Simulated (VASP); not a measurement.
# Ta2PbO3 (Amm2) in VASP: further runs, part 2 of 2

VASP 6.6.1. The steps go on from the part before.

## (3) Relaxation of cell and atoms, PBE

This run uses another cell than the first one, of 15.17 Å³/atom.

INCAR

```
ALGO = Normal
EDIFF = 1E-6
EDIFFG = -0.08
ENCUT = 600
GGA = PE
IBRION = 2
ISIF = 3
ISMEAR = 0
LASPH = T
LCHARG = F
LREAL = F
LWAVE = F
NELM = 60
NSW = 36
PREC = Accurate
SIGMA = 0.2
```

KPOINTS

```
k-points
0
Gamma
  5 3 3
```

POSCAR

```
Ta2PbO3
1.0
    3.3272419300      0.0000000000      0.0000000000
    0.0000000000      3.6166651600      3.7818934800
    0.0000000000     -3.6166651600      3.7818934800
Ta Pb O
2 1 3
Direct
    0.0000000000      0.9819520100      0.9819520100
    0.5000000000      0.5209059700      0.5209059700
    0.5000000000      0.1978469900      0.1978469900
    0.5000000000      0.7971249800      0.7971249800
    0.0000000000      0.3048160100      0.6973540200
    0.0000000000      0.6973540200      0.3048160100
```

Potentials or basis: VASP PAW PBE potentials, release 64 (Ta_pv, Pb_d, O).

On the command line:

```sh
> cat potpaw_PBE.64/Ta_pv/POTCAR potpaw_PBE.64/Pb_d/POTCAR potpaw_PBE.64/O/POTCAR > POTCAR
> mpirun -np 1 vasp_std > vasp.out
```

OUTCAR:

```text
EDIFF = 1E-6
   EDIFFG = -0.08
   ENCUT = 600
   GGA = PE
   IBRION = 2
   ISIF = 3
   ISMEAR = 0
   LASPH = T
   LREAL = F
   NELM = 60
   NSW = 36
   PREC = Accurate

 ion  position               nearest neighbor table
   1  0.000  0.982  0.982-   4 2.17   4 2.17   6 2.20   5 2.20   3 2.33   3 2.33
   2  0.500  0.521  0.521-   4 2.09   5 2.19   6 2.19   5 2.19   6 2.19   3 2.44   3 3.86   3 3.86

   3  0.500  0.198  0.198-   1 2.33   1 2.33   2 2.44   4 3.03   2 3.86   2 3.86
   4  0.500  0.797  0.797-   2 2.09   1 2.17   1 2.17   3 3.03
   5  0.000  0.305  0.697-   2 2.19   2 2.19   1 2.20
   6  0.000  0.697  0.305-   2 2.19   2 2.19   1 2.20

  LATTYP: Found a base centered orthorhombic cell.
 ALAT       =     7.2333303200
 B/A-ratio  =     1.0456852688
 C/A-ratio  =     0.4599875552

  Lattice vectors:

 A1 = (   0.0000000000,   3.6166651600,  -3.7818934800)
[... 718 lines left out ...]

[... ionic steps 4 to 21 ...]

--------------------------------------- Ionic step       22  -------------------------------------------

 number of electron      54.0000000 magnetization

------------------------ aborting loop because EDIFF is reached ----------------------------------------
[... 75 lines left out ...]
--------------------------------------- Ionic step       24  -------------------------------------------

 number of electron      54.0000001 magnetization

 Free energy of the ion-electron system (eV)
  ---------------------------------------------------
  ext. energy  EPLUGINS =         0.00000000
  ---------------------------------------------------
  free energy    TOTEN  =       -51.02065303 eV

  energy without entropy =      -50.96270983  energy(sigma->0) =      -50.99168143

 E-fermi :   6.4331     XC(G=0): -11.1532

 val. band max:        6.3917624475   @ k =   0.4000  -0.3333   0.3333
 cond. band min:       6.4636103172   @ k =   0.0000   0.3333   0.0000
 fundamental gap:      0.0718478697
 Fermi energy:         6.4331255713

 k-point     1 :       0.0000    0.0000    0.0000
  band No.  band energies     occupation
      1     -29.8665      2.00000
      2     -29.7941      2.00000
      3     -29.6128      2.00000
      4     -29.3653      2.00000
      5     -29.2439      2.00000
      6     -28.7106      2.00000
[... 442 lines left out ...]
  FREE ENERGIE OF THE ION-ELECTRON SYSTEM (eV)
  ---------------------------------------------------
  free  energy   TOTEN  =       -51.0206530348 eV

  energy  without entropy=      -50.9627098268  energy(sigma->0) =      -50.99168143

 reached required accuracy - stopping structural energy minimisation
```

OSZICAR:

```text
N       E                     dE             d eps       ncg     rms          rms(c)
[... 264 lines left out ...]
DAV:   1    -0.510174293593E+02    0.12015E-02   -0.21357E+00   768   0.102E+01    0.619E-01
DAV:   2    -0.510212416780E+02   -0.38123E-02   -0.91201E-02   792   0.221E+00    0.268E-01
DAV:   3    -0.510208333215E+02    0.40836E-03   -0.66184E-03  1088   0.607E-01    0.139E-01
DAV:   4    -0.510207077175E+02    0.12560E-03   -0.18030E-03   960   0.267E-01    0.616E-02
DAV:   5    -0.510206541468E+02    0.53571E-04   -0.50311E-04   984   0.123E-01    0.299E-02
DAV:   6    -0.510206505866E+02    0.35602E-05   -0.65580E-05   912   0.544E-02    0.178E-02
DAV:   7    -0.510206531074E+02   -0.25208E-05   -0.12849E-05  1008   0.280E-02    0.940E-03
DAV:   8    -0.510206530348E+02    0.72565E-07   -0.49732E-06   800   0.151E-02
  24 F= -.51020653E+02 E0= -.50991681E+02  d E =-.202247E-02
```

CONTCAR:

```text
Ta2PbO3
   1.00000000000000
     2.9666698303441899    0.0000000000000000    0.0000000000000000
     0.0000000000000000    3.3856180376899085    4.6016530748669808
     0.0000000000000000   -3.3856180376899085    4.6016530748669808
  Ta              Pb              O
     2     1     3
Direct
     0.0000000000000000    0.9467247803838050    0.9467247803838050
     0.5000000000000000    0.5537641556434677    0.5537641556434677
     0.5000000000000000    0.2259576433037895    0.2259576433037895
     0.5000000000000000    0.7737513900185643    0.7737513900185643
     0.0000000000000000    0.2951956608138043    0.7046063498365748
     0.0000000000000000    0.7046063498365748    0.2951956608138043

  0.00000000E+00  0.00000000E+00  0.00000000E+00
  0.00000000E+00  0.00000000E+00  0.00000000E+00
  0.00000000E+00  0.00000000E+00  0.00000000E+00
  0.00000000E+00  0.00000000E+00  0.00000000E+00
  0.00000000E+00  0.00000000E+00  0.00000000E+00
  0.00000000E+00  0.00000000E+00  0.00000000E+00
```

Run time: 13 min. Hardware: 1 thread of Intel Xeon Platinum 8488C (Sapphire Rapids), shared host; peak memory 0.26 GiB.

What came out:

| Property | Result |
| --- | --- |
| Free energy | -51.0207 eV |
| Relaxed volume | 15.41 Å³/atom |
| Relaxed cell | a = 2.967 Å, b = 5.713 Å, c = 5.713 Å, α = 72.69°, β = 90.00°, γ = 90.00° |
| Space group after relaxing (to 0.1 Å) | Amm2 (No. 38) |
| Energy gained by relaxing | 921.0 meV/atom |
| Ionic steps | 24 |
| Pressure after relaxing | 0.0 GPa |
| Largest force after relaxing | 0.052 eV/Å |
| Band gap on the k mesh | zero (bands 27 and 28 overlap by 0.49 eV) |

Forces on the atoms (eV/Å):
```
Ta   0.000  0.000 -0.049
Ta   0.000  0.000 -0.015
Pb   0.000  0.000 -0.022
O    0.000  0.000  0.052
O    0.000  0.025  0.017
O    0.000 -0.025  0.017
```

Stress tensor (GPa, compression positive):
```
-0.17  0.00  0.00
 0.00 -0.09  0.00
 0.00  0.00  0.20
```

Step by step:
```csv
step,energy change (eV),largest force (eV/Å),pressure (GPa),volume (Å³)
1,0.0000,11.6728,20.36,91.02
2,-2.0467,1.6399,-21.68,115.79
3,-4.0229,2.1061,-13.39,102.85
4,-4.0631,1.9820,-12.36,102.02
5,-4.0809,1.7796,-10.88,100.98
6,-5.0531,2.2158,7.94,89.14
7,-5.1084,2.0642,3.15,91.17
8,-5.2984,0.7601,0.06,92.47
9,-5.3054,0.6900,0.31,92.29
10,-5.3856,0.4277,-1.22,92.90
11,-5.4132,0.2594,-2.30,93.49
12,-5.4385,0.5330,2.63,90.95
13,-5.4427,0.4511,1.24,91.62
14,-5.4792,0.3645,0.85,91.77
15,-5.4866,0.3574,0.75,91.84
16,-5.5014,0.2264,-1.40,92.92
17,-5.5015,0.2226,-1.28,92.85
18,-5.5123,0.2147,0.23,92.09
19,-5.5123,0.2172,0.31,92.06
20,-5.5202,0.1377,0.45,92.08
21,-5.5212,0.1708,0.53,92.09
22,-5.5238,0.1203,-0.72,92.78
23,-5.5238,0.1261,-0.56,92.68
24,-5.5259,0.0520,-0.02,92.44
```

Final structure:
```xyz
6
Lattice="2.9667 0.0000 0.0000 0.0000 3.3856 4.6017 0.0000 -3.3856 4.6017" Properties=species:S:1:pos:R:3 pbc="T T T"
Ta    0.0000    0.0000    8.7130
Ta    1.4833    0.0000    5.0965
Pb    1.4833    0.0000    2.0796
O     1.4833    0.0000    7.1211
O     0.0000   -1.3861    4.6007
O     0.0000    1.3861    4.6007
```

Caveat: the k points lie up to 0.42 Å⁻¹ apart in the final cell; spin-orbit coupling is left out, which moves the levels of the heavy elements; the relaxation stopped at a loose force limit of 0.08 eV/Å, so its end isn't a converged minimum.
